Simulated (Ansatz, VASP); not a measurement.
# Hg in VASP and in Ansatz

```xyz
1
Lattice="-1.9014 1.9014 1.9421 1.9014 -1.9014 1.9421 1.9014 1.9014 -1.9421" Properties=species:S:1:pos:R:3 pbc="T T T"
Hg    0.0000    0.0000    1.9421
```

Alike in both runs: task single point; functional PBE; k mesh 9 × 9 × 9; occupations fermi-dirac, width 0.05 eV; no spin polarisation.

|  | VASP | Ansatz |
| --- | --- | --- |
| version | VASP 6.6.1 | Ansatz 0.2.0 |
| potentials or method | VASP PAW PBE potentials, release 64 (Hg), cutoff 500 eV | plane waves, PAW |
| valence electrons in the cell | 12 | 20 |

```tsv
	VASP	Ansatz	Ansatz less VASP
pressure (GPa)	0.7	0.6	-0.12
```

VASP's potentials hold 12 valence electrons a cell and Ansatz's 20, so a difference there can come from the potentials and not from the codes.

Spin-orbit coupling is off throughout.
